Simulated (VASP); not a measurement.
# TiAl3 (I4/mmm) in VASP: further runs, part 2 of 2

VASP 6.6.1.

**4. Single point, PBE (15.46 Å³/atom)**

This run uses another cell than the first one, of 15.46 Å³/atom.

INCAR reads:

```
PREC = Accurate
ENCUT = 520
EDIFF = 1E-6
ISMEAR = 0
SIGMA = 0.1
LREAL = F
LASPH = T
NELM = 100
ALGO = Fast
ISIF = 2
LWAVE = F
LCHARG = T
GGA = PE
LELF = T
LVHAR = T
NBANDS = 18
```

KPOINTS reads:

```
regular mesh
0
Gamma
  16 16 16
```

POSCAR reads:

```
TiAl3
1.0
   -1.9041502522      1.9041502522      4.2638228696
    1.9041502522     -1.9041502522      4.2638228696
    1.9041502522      1.9041502522     -4.2638228696
Ti Al
1 3
Direct
    0.0000000000      0.0000000000      0.0000000000
    0.5000000000      0.5000000000      0.0000000000
    0.7500000000      0.2500000000      0.5000000000
    0.2500000000      0.7500000000      0.5000000000
```

The run is started by

```console
cat potpaw_PBE.64/Ti_sv/POTCAR potpaw_PBE.64/Al/POTCAR > POTCAR
mpirun -np 1 vasp_std > vasp.out
```

It took 22 min on 1 thread of Intel Xeon Platinum 8259CL at 2.50GHz (Skylake/Cascade Lake), shared host; peak memory 0.52 GiB.

It converged, with:

* Free energy: -20.6457 eV
* Pressure: 3.4 GPa
* Band gap on the k mesh: zero (an odd number of electrons rules out a gap without spin polarisation)

Stress tensor (GPa, compression positive):
```
3.36 0.00 0.00
0.00 3.36 0.00
0.00 0.00 3.44
```

Levels at points of the mesh, in eV from the Fermi level:
```
           k point  band 9  band 10  band 11  band 12  band 13  band 14
(0.00, 0.00, 0.00)   -1.25    -1.25     0.84     1.76     1.76     2.23
(0.50, 0.00, 0.00)   -1.08    -0.27     0.51     1.85     2.10     2.76
(0.50, 0.50, 0.00)   -2.73    -2.22    -1.01     1.81     1.99     2.72
(0.50, 0.50, 0.50)   -0.93    -0.25     0.71     0.71     0.96     3.10
```

Caveat: the cell stands under pressure.

**5. Single point, PBE (16.42 Å³/atom)**

This run uses another cell than the first one, of 16.42 Å³/atom.

INCAR reads:

```
SYSTEM = TiAl3
PREC     = Accurate       ! precision mode
ENCUT    = 520            ! plane-wave cutoff, eV
EDIFF    = 1E-7           ! SCF threshold, eV
ISMEAR   = 0              ! smearing method
SIGMA    = 0.1            ! smearing width, eV
LREAL    = .FALSE.        ! projectors in reciprocal space
LASPH    = .TRUE.         ! aspherical terms in the spheres
NELM     = 80             ! most SCF steps
ALGO     = Fast           ! electronic algorithm
ISIF     = 2              ! what is computed and relaxed
LWAVE    = .FALSE.        ! write WAVECAR
LCHARG   = .FALSE.        ! write CHGCAR
GGA      = PE             ! functional
NBANDS   = 18             ! bands
```

KPOINTS reads:

```
regular mesh
0
G
  16 16 16
  0 0 0
```

POSCAR reads:

```
TiAl3
1.0
   -1.9417110379      1.9417110379      4.3540947491
    1.9417110379     -1.9417110379      4.3540947491
    1.9417110379      1.9417110379     -4.3540947491
Ti Al
1 3
Direct
    0.0000000000      0.0000000000      0.0000000000
    0.5000000000      0.5000000000      0.0000000000
    0.7500000000      0.2500000000      0.5000000000
    0.2500000000      0.7500000000      0.5000000000
```

Potentials or basis: VASP PAW PBE potentials, release 64 (Ti_sv, Al).

The run is started by

```console
cat potpaw_PBE.64/Ti_sv/POTCAR potpaw_PBE.64/Al/POTCAR > POTCAR
mpirun -np 1 vasp_std > vasp.out
```

OUTCAR:

```text
SYSTEM = TiAl3
   PREC = Accurate
   ENCUT = 520
   EDIFF = 1E-7
   ISMEAR = 0
   LREAL = .FALSE.
   LASPH = .TRUE.
   NELM = 80
   ISIF = 2
   GGA = PE

 ion  position               nearest neighbor table
   1  0.000  0.000  0.000-   2 2.75   2 2.75   2 2.75   2 2.75   3 2.92   3 2.92   4 2.92   4 2.92
                             4 2.92   3 2.92   4 2.92   3 2.92
   2  0.500  0.500  0.000-   1 2.75   1 2.75   1 2.75   1 2.75   4 2.92   4 2.92   3 2.92   3 2.92
                             4 2.92   3 2.92   4 2.92   3 2.92
   3  0.750  0.250  0.500-   4 2.75   4 2.75   4 2.75   4 2.75   2 2.92   2 2.92   1 2.92   1 2.92
                             2 2.92   1 2.92   2 2.92   1 2.92
   4  0.250  0.750  0.500-   3 2.75   3 2.75   3 2.75   3 2.75   1 2.92   1 2.92   2 2.92   2 2.92
                             2 2.92   1 2.92   2 2.92   1 2.92

  LATTYP: Found a body centered tetragonal cell.
 ALAT       =     3.8834220758
 C/A-ratio  =     2.2424009876

  Lattice vectors:

 A1 = (  -1.9417110379,   1.9417110379,   4.3540947491)
 A2 = (   1.9417110379,  -1.9417110379,   4.3540947491)
 A3 = (   1.9417110379,   1.9417110379,  -4.3540947491)

Analysis of symmetry for initial positions (statically):
=====================================================================
[... 183 lines left out ...]

 k-point     1 :       0.0000    0.0000    0.0000
  band No.  band energies     occupation
      1     -48.7072      2.00000
      2     -25.0124      2.00000
      3     -25.0124      2.00000
      4     -24.9343      2.00000
      5      -1.9957      2.00000
      6       5.0437      2.00000
[... 481 lines left out ...]
      5      -1.9168      2.00000
      6       5.1100      2.00000
[... 10 lines left out ...]
     17      11.6214      0.00000
     18      11.9070      0.00000

 [... further k-points ...]

------------------------ aborting loop because EDIFF is reached ----------------------------------------

  FORCE on cell =-STRESS in cart. coord.  units (eV):
  Direction    XX          YY          ZZ          XY          YZ          ZX
  --------------------------------------------------------------------------------------
  -------------------------------------------------------------------------------------
  Total       -1.2376632     -1.2376632     -1.1784670      0.0000000      0.0000000      0.0000000
  in kB      -30.1985436    -30.1985436    -28.7541779      0.0000000      0.0000000      0.0000000
  external PRESSURE =     -29.7170884 kB  Pullay stress =       0.0000000 kB

 VOLUME and BASIS-vectors are now :
 -----------------------------------------------------------------------------
  energy-cutoff  :      520.00
  volume of cell :       65.66
      direct lattice vectors                 reciprocal lattice vectors
    -1.941711038  1.941711038  4.354094749     0.000000000  0.257504845  0.114834433
     1.941711038 -1.941711038  4.354094749     0.257504845  0.000000000  0.114834433
     1.941711038  1.941711038 -4.354094749     0.257504845  0.257504845  0.000000000

 POSITION                                       TOTAL-FORCE (eV/Angst)
 -----------------------------------------------------------------------------------
      0.00000      0.00000      0.00000         0.000000     -0.000000     -0.000000
      0.00000      0.00000      4.35409         0.000000     -0.000000     -0.000000
      0.00000      1.94171      2.17705        -0.000000     -0.000000      0.000000
      1.94171      0.00000      2.17705        -0.000000      0.000000     -0.000000
 -----------------------------------------------------------------------------------
    total drift:                               -0.000000     -0.000000     -0.000000

  FREE ENERGIE OF THE ION-ELECTRON SYSTEM (eV)
  ---------------------------------------------------
  free  energy   TOTEN  =       -20.6473693375 eV

  energy  without entropy=      -20.6383721688  energy(sigma->0) =      -20.64287075
```

OSZICAR:

```text
N       E                     dE             d eps       ncg     rms          rms(c)
DAV:   1     0.119931773945E+03    0.11993E+03   -0.91696E+03 12564   0.107E+03
DAV:   2    -0.140983649255E+02   -0.13403E+03   -0.13066E+03 12814   0.281E+02
DAV:   3    -0.225022110273E+02   -0.84038E+01   -0.82422E+01 19790   0.657E+01
[... 36 lines left out ...]
RMM:  40    -0.206473689521E+02   -0.10917E-06   -0.13032E-06 11185   0.263E-03    0.111E-03
RMM:  41    -0.206473690754E+02   -0.12334E-06   -0.15103E-06 12429   0.270E-03    0.828E-04
RMM:  42    -0.206473691700E+02   -0.94588E-07   -0.10212E-06 13616   0.321E-03    0.298E-04
RMM:  43    -0.206473692697E+02   -0.99742E-07   -0.11665E-06 12954   0.288E-03    0.775E-04
RMM:  44    -0.206473693375E+02   -0.67788E-07   -0.77236E-07 11471   0.257E-03
   1 F= -.20647369E+02 E0= -.20642871E+02  d E =-.899717E-02
```

It took 34 min on 1 thread of Intel Xeon Platinum 8259CL at 2.50GHz (Skylake/Cascade Lake), shared host; peak memory 0.55 GiB.

Results:

```yaml
Free_energy: -20.6474 eV
Pressure: -3.0 GPa
Band_gap_on_the_k_mesh: zero (an odd number of electrons rules out a gap without spin polarisation)
```

**6. Single point, PBE (16.89 Å³/atom)**

This run uses another cell than the first one, of 16.89 Å³/atom.

INCAR reads:

```
SYSTEM = TiAl3
PREC = Accurate ; ENCUT = 520
EDIFF = 1E-7 ; ISMEAR = 0
SIGMA = 0.1 ; LREAL = .False.
LASPH = .True. ; NELM = 80
ALGO = Fast ; ISIF = 2
LWAVE = .False. ; LCHARG = .False.
GGA = PE ; NBANDS = 18
```

KPOINTS reads:

```
Automatic mesh
0
Gamma
  16 16 16
  0 0 0
```

POSCAR reads:

```
TiAl3
1.0
   -1.9591330950      1.9591330950      4.4015722269
    1.9591330950     -1.9591330950      4.4015722269
    1.9591330950      1.9591330950     -4.4015722269
Ti Al
1 3
Direct
    0.0000000000      0.0000000000      0.0000000000
    0.5000000000      0.5000000000      0.0000000000
    0.7500000000      0.2500000000      0.5000000000
    0.2500000000      0.7500000000      0.5000000000
```

Potentials or basis: VASP PAW PBE potentials, release 64 (Ti_sv, Al).

The run is started by

```console
cat potpaw_PBE.64/Ti_sv/POTCAR potpaw_PBE.64/Al/POTCAR > POTCAR
mpirun -np 1 vasp_std > vasp.out
```

OUTCAR:

```text
SYSTEM = TiAl3
   PREC = Accurate
   ENCUT = 520
   EDIFF = 1E-7
   ISMEAR = 0
   LREAL = .False.
   LASPH = .True.
   NELM = 80
   ISIF = 2
   GGA = PE

 ion  position               nearest neighbor table
   1  0.000  0.000  0.000-   2 2.77   2 2.77   2 2.77   2 2.77   4 2.95   3 2.95   4 2.95   4 2.95
                             3 2.95   3 2.95   4 2.95   3 2.95
   2  0.500  0.500  0.000-   1 2.77   1 2.77   1 2.77   1 2.77   4 2.95   3 2.95   4 2.95   3 2.95
                             4 2.95   4 2.95   3 2.95   3 2.95
   3  0.750  0.250  0.500-   4 2.77   4 2.77   4 2.77   4 2.77   2 2.95   1 2.95   2 2.95   1 2.95
                             2 2.95   2 2.95   1 2.95   1 2.95
   4  0.250  0.750  0.500-   3 2.77   3 2.77   3 2.77   3 2.77   2 2.95   1 2.95   2 2.95   2 2.95
                             1 2.95   1 2.95   2 2.95   1 2.95

  LATTYP: Found a body centered tetragonal cell.
 ALAT       =     3.9182661900
 C/A-ratio  =     2.2466938250

  Lattice vectors:

 A1 = (  -1.9591330950,   1.9591330950,   4.4015722269)
 A2 = (   1.9591330950,  -1.9591330950,   4.4015722269)
 A3 = (   1.9591330950,   1.9591330950,  -4.4015722269)

Analysis of symmetry for initial positions (statically):
=====================================================================
[... 183 lines left out ...]

 k-point     1 :       0.0000    0.0000    0.0000
  band No.  band energies     occupation
      1     -49.0649      2.00000
      2     -25.3634      2.00000
      3     -25.3634      2.00000
      4     -25.2870      2.00000
      5      -2.1253      2.00000
      6       4.7704      2.00000
[... 481 lines left out ...]
      5      -2.0479      2.00000
      6       4.8351      2.00000
[... 10 lines left out ...]
     17      11.2120      0.00000
     18      11.5146      0.00000

 [... further k-points ...]

------------------------ aborting loop because EDIFF is reached ----------------------------------------

  FORCE on cell =-STRESS in cart. coord.  units (eV):
  Direction    XX          YY          ZZ          XY          YZ          ZX
  --------------------------------------------------------------------------------------
  -------------------------------------------------------------------------------------
  Total       -2.3163785     -2.3163785     -2.3148200      0.0000000      0.0000000      0.0000000
  in kB      -54.9192258    -54.9192258    -54.8822753      0.0000000      0.0000000      0.0000000
  external PRESSURE =     -54.9069090 kB  Pullay stress =       0.0000000 kB

 VOLUME and BASIS-vectors are now :
 -----------------------------------------------------------------------------
  energy-cutoff  :      520.00
  volume of cell :       67.58
      direct lattice vectors                 reciprocal lattice vectors
    -1.959133095  1.959133095  4.401572227     0.000000000  0.255214922  0.113595773
     1.959133095 -1.959133095  4.401572227     0.255214922  0.000000000  0.113595773
     1.959133095  1.959133095 -4.401572227     0.255214922  0.255214922  0.000000000

 POSITION                                       TOTAL-FORCE (eV/Angst)
 -----------------------------------------------------------------------------------
      0.00000      0.00000      0.00000        -0.000000      0.000000      0.000000
      0.00000      0.00000      4.40157        -0.000000      0.000000      0.000000
      0.00000      1.95913      2.20079        -0.000000     -0.000000     -0.000000
      1.95913      0.00000      2.20079         0.000000     -0.000000      0.000000
 -----------------------------------------------------------------------------------
    total drift:                               -0.000000     -0.000000     -0.000000

  FREE ENERGIE OF THE ION-ELECTRON SYSTEM (eV)
  ---------------------------------------------------
  free  energy   TOTEN  =       -20.5967737251 eV

  energy  without entropy=      -20.5875916551  energy(sigma->0) =      -20.59218269
```

stdout:

```text
POSCAR found type information on POSCAR TiAl
 POSCAR found :  2 types and       4 ions
[... 58 lines left out ...]
 num prob  num prob  num prob  num prob  num prob  num prob WARNING in EDDRMM: call to ZHEGV failed, returncode =   6  3     13
 num prob  num prob  num prob RMM:  36    -0.205967725889E+02   -0.27877E-06   -0.28926E-06 14138   0.390E-03    0.486E-04
 num prob  num prob  num prob  num prob  num prob  num prob WARNING in EDDRMM: call to ZHEGV failed, returncode =   6  3     12
 num prob  num prob  num prob  num prob  num prob  num prob  num prob  num prob  num prob  num prob  num prob  num prob RMM:  37    -0.205967728271E+02   -0.23826E-06   -0.25912E-06 12561   0.338E-03    0.631E-04
 num prob  num prob  num prob  num prob  num prob  num prob  num prob  num prob  num prob  num prob  num prob  num prob  num prob
```

It took 37 min on 1 thread of Intel Xeon Platinum 8259CL at 2.50GHz (Skylake/Cascade Lake), shared host; peak memory 0.56 GiB.

Results:

```
Free energy            : -20.5968 eV
Pressure               : -5.5 GPa
Band gap on the k mesh : zero (an odd number of electrons rules out a gap without spin polarisation)
```

Levels at points of the mesh, in eV from the Fermi level:
```
           k point  band 8  band 9  band 10  band 11  band 12  band 13  band 14  band 15
(0.00, 0.00, 0.00)   -1.26   -1.15    -1.15     0.77     1.61     1.61     1.99     2.23
(0.50, 0.00, 0.00)   -2.98   -1.00    -0.23     0.47     1.64     1.98     2.49     3.01
(0.50, 0.50, 0.00)   -3.58   -2.63    -2.17    -0.92     1.59     1.77     2.55     2.58
(0.50, 0.50, 0.50)   -0.93   -0.93    -0.21     0.67     0.67     0.86     2.93     4.13
```

Caveat: the cell stands under tension.

**7. The runs side by side**

| task | cell | k mesh | cutoff (eV) | gap on the mesh (eV) | pressure (GPa) |
| --- | --- | --- | --- | --- | --- |
| single point | a = 3.845, b = 3.845, c = 5.097 Å, angles 112.2, 67.8, 90.0°, 4 atoms, atomic positions A | 9 × 9 × 8 | 520 | none | 0.0 |
| relaxation of shape and atoms at fixed volume | relaxed from a = 5.197 Å, angles 135.7, 135.7, 64.5°, 4 atoms, atomic positions B | 16 × 16 × 16 | 600 | none | -5.5 |
| single point | a = 5.043 Å, angles 135.6, 135.6, 64.6°, 4 atoms, atomic positions B | 16 × 16 × 16 | 520 | none | 3.4 |
| single point | a = 5.148 Å, angles 135.7, 135.7, 64.5°, 4 atoms, atomic positions B | 16 × 16 × 16 | 520 | none | -3.0 |
| single point | a = 5.201 Å, angles 135.7, 135.7, 64.4°, 4 atoms, atomic positions B | 16 × 16 × 16 | 520 | none | -5.5 |

Alike in all rows: level PBE; potentials or basis VASP PAW PBE potentials, release 64 (Ti_sv, Al); no spin polarisation; smearing gaussian 0.1 eV.

Caveats: the cell stands under pressure (at least some runs); the cell stands under tension (at least some runs).

Total energies depend on the potentials used, so only differences within one code and one set of settings carry meaning.
